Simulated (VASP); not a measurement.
Here is a VASP 6.6.1 calculation.

The input INCAR:

```
SYSTEM = MgAlInC6N6
PREC = Accurate
ENCUT = 520
EDIFF = 1E-6
ISMEAR = 0
SIGMA = 0.1
LREAL = Auto
LASPH = .True.
NELM = 80
ALGO = Normal
ISIF = 2
LWAVE = .False.
LCHARG = .False.
GGA = PE
NBANDS = 49
```

Contents of KPOINTS:

```
regular mesh
0
Gamma
  4 4 4
  0 0 0
```

POSCAR

```
MgAlInC6N6
1.0
    0.0000000000      5.1335000000      5.1335000000
    5.1335000000      0.0000000000      5.1335000000
    5.1335000000      5.1335000000      0.0000000000
Mg Al In C N
1 1 1 6 6
Direct
    0.7500000000      0.7500000000      0.7500000000
    0.5000000000      0.5000000000      0.5000000000
    0.0000000000      0.0000000000      0.0000000000
    0.8051037300      0.1948962700      0.1948962700
    0.1948962700      0.1948962700      0.8051037300
    0.8051037300      0.1948962700      0.8051037300
    0.1948962700      0.8051037300      0.8051037300
    0.8051037300      0.8051037300      0.1948962700
    0.1948962700      0.8051037300      0.1948962700
    0.6911463900      0.3088536100      0.3088536100
    0.3088536100      0.3088536100      0.6911463900
    0.6911463900      0.3088536100      0.6911463900
    0.3088536100      0.6911463900      0.6911463900
    0.6911463900      0.6911463900      0.3088536100
    0.3088536100      0.6911463900      0.3088536100
```

Potentials or basis: VASP PAW PBE potentials, release 64 (Mg, Al, In_d, C, N).

Launch:

```console
$ cat potpaw_PBE.64/Mg/POTCAR potpaw_PBE.64/Al/POTCAR potpaw_PBE.64/In_d/POTCAR potpaw_PBE.64/C/POTCAR potpaw_PBE.64/N/POTCAR > POTCAR
$ mpirun -np 1 vasp_std > vasp.out
```

Problem. Predict the pressure.

Solution. 14.6 GPa.

Problem. Estimate the largest force.

Solution. 5.948 eV/Å.

Forces in eV/Å, atoms in the order of the input:
```
Mg   0.000  0.000  0.000
Al   0.000  0.000  0.000
In   0.000  0.000  0.000
C    5.948  0.000  0.000
C    0.000  0.000  5.948
C    0.000 -5.948  0.000
C   -5.948  0.000  0.000
C    0.000  0.000 -5.948
C    0.000  5.948  0.000
N   -0.193  0.000  0.000
N    0.000  0.000 -0.193
N    0.000  0.193  0.000
N    0.193  0.000  0.000
N    0.000  0.000  0.193
N    0.000 -0.193  0.000
```

Caveat: forces of over 1 eV/Å act on the atoms, so gaps and moduli don't describe the material at rest.
